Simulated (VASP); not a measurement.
Here is a VASP 6.6.1 calculation.

File POSCAR:

```
Hg
1.0
    5.2014108598      0.0000000000      0.0000000000
   -2.6007054299      4.5045539401      0.0000000000
    0.0000000000      0.0000000000      3.0419959624
Hg
3
Direct
    1.0000000000      1.0000000000      0.0000000000
    0.3333333333      0.6666666667      0.5000000000
    0.6666666667      0.3333333333      0.5000000000
```

INCAR.step1

```
ALGO = Normal ; EDIFF = 1E-4
ENCUT = 520 ; GGA = PE
ISMEAR = -1 ; LASPH = True
LCHARG = False ; LREAL = False
LWAVE = True ; NBANDS = 25
NELM = 100 ; PREC = Accurate
SIGMA = 0.1
```

Contents of INCAR.step2:

```
ALGO = Normal ; EDIFF = 1E-6
ENCUT = 520 ; ISIF = 2
ISMEAR = -1 ; ISTART = 1
LASPH = True ; LCHARG = True
LELF = True ; LMIXTAU = True
LREAL = False ; LVHAR = True
LWAVE = False ; METAGGA = R2SCAN
NBANDS = 25 ; NELM = 100
PREC = Accurate ; SIGMA = 0.1
```

The input KPOINTS:

```
k-points
0
Gamma
  8 8 11
```

Potentials or basis: VASP PAW PBE potentials, release 64 (Hg).

Run with:

```sh
$ cat potpaw_PBE.64/Hg/POTCAR > POTCAR
$ cp INCAR.step1 INCAR
$ mpirun -np 1 vasp_std > vasp.out
$ cp INCAR.step2 INCAR
$ mpirun -np 1 vasp_std > vasp.out
```

Question: What does it give for the band gap on the k mesh?

Answer: Zero (bands 18 and 19 overlap by 3.88 eV).

Question: Predict the pressure.

Answer: 4.5 GPa.

Stress tensor (GPa, compression positive):
```
4.56 0.00 0.00
0.00 4.56 0.00
0.00 0.00 4.37
```

Caveat: the cell stands under pressure; the PAW data sets were made with another functional, which shifts forces and pressure a little; spin-orbit coupling is left out, which moves the levels of the heavy elements.
